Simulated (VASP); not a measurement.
Runs of VASP 6.6.1 on TiAl. The structure is that of space group R-3m (No. 166), or close to it. The cells are those of the table. 

| cell | further INCAR settings | gap on the mesh (eV) | pressure (GPa) |
| --- | --- | --- | --- |
| a = 3.269 Å, angles 75.7°, 2 atoms | ALGO = Fast; EDIFF = 1e-06; NBANDS = 14 | none | 9.0 |
| a = 3.469 Å, angles 109.5°, 2 atoms | ALGO = Fast; EDIFF = 1e-06; NBANDS = 14 | none | 74.8 |
| a = 3.256 Å, angles 101.4°, 2 atoms | ALGO = Fast; EDIFF = 1e-07; NBANDS = 14 | none | (a) |
| a = 3.343 Å, angles 105.7°, 2 atoms | ALGO = Fast; EDIFF = 1e-06; NBANDS = 14 | none | 41.6 |

Alike in all rows: task single point; level PBE; potentials or basis VASP PAW PBE potentials, release 64 (Ti_sv, Al); no spin polarisation; k mesh 16 × 16 × 16; cutoff (eV) 520; smearing gaussian 0.15 eV.

Task: Estimate the missing entries.

Result: (a) 18.4.

A gap of «none» marks levels without a gap at the run's occupations.
